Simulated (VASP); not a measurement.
Set up this calculation in VASP 6.6.1, as the native input.

- Task: single point
- Functional: HSE06
- Potentials or basis: VASP PAW PBE potentials, release 64 (Si)
- Cutoff: 400 eV
- k mesh: 4 × 4 × 4
- Occupations: gaussian, width 0.01 eV
- Spin: no spin polarisation
- Dipole correction: no
- Grid for exact exchange (PRECFOCK): Normal
- Further INCAR settings: ALGO = Normal; EDIFF = 1e-06; NBANDS = 11
- Share of exact exchange: 0.25
- Screening parameter: 0.2079 1/Å

The system is Si.

```
CELL_PARAMETERS angstrom
0.00000 2.71356 2.71356
2.71356 0.00000 2.71356
2.71356 2.71356 0.00000
ATOMIC_POSITIONS crystal
Si 0.75000 0.75000 0.75000
Si 0.50000 0.50000 0.50000
```

One way to write it, as run:

POSCAR

```
Si
1.0
    0.0000000000      2.7135600000      2.7135600000
    2.7135600000      0.0000000000      2.7135600000
    2.7135600000      2.7135600000      0.0000000000
Si
2
Direct
    0.7500000000      0.7500000000      0.7500000000
    0.5000000000      0.5000000000      0.5000000000
```

INCAR.step1

```
SYSTEM = Si
PREC = Accurate ; ENCUT = 400
EDIFF = 1E-5 ; ISMEAR = 0
SIGMA = 0.01 ; LREAL = .FALSE.
LASPH = .TRUE. ; NELM = 120
ALGO = Normal ; ISIF = 2
LWAVE = .TRUE. ; LCHARG = .FALSE.
GGA = PE ; NBANDS = 11
GGA_COMPAT = .FALSE.
```

INCAR.step2

```
SYSTEM = Si
PREC = Accurate ; ENCUT = 400
EDIFF = 1E-6 ; ISMEAR = 0
SIGMA = 0.01 ; LREAL = .FALSE.
LASPH = .TRUE. ; NELM = 120
ALGO = Normal ; ISIF = 2
LWAVE = .FALSE. ; LCHARG = .FALSE.
GGA = PE ; LHFCALC = .TRUE.
HFSCREEN = 0.2079 ; PRECFOCK = Normal
ISTART = 1 ; NBANDS = 11
GGA_COMPAT = .FALSE.
```

KPOINTS

```
Automatic mesh
0
G
  4 4 4
  0 0 0
```

Potentials or basis: VASP PAW PBE potentials, release 64 (Si).

Run with:

```sh
$ cat potpaw_PBE.64/Si/POTCAR > POTCAR
$ cp INCAR.step1 INCAR
$ mpirun -np 1 vasp_std > vasp.out
$ cp INCAR.step2 INCAR
$ mpirun -np 1 vasp_std > vasp.out
```

It gave:

```json
{
  "Pressure": "1.0 GPa",
  "Band gap on the k mesh": "1.32 eV (least direct gap 3.35 eV)"
}
```

Caveat: the k points lie up to 0.50 Å⁻¹ apart; the PAW data sets were made with another functional, which shifts forces and pressure a little.

It took 3 min on 1 thread of Intel Xeon 8259CL, with other jobs on the host, peak memory 0.21 GiB.
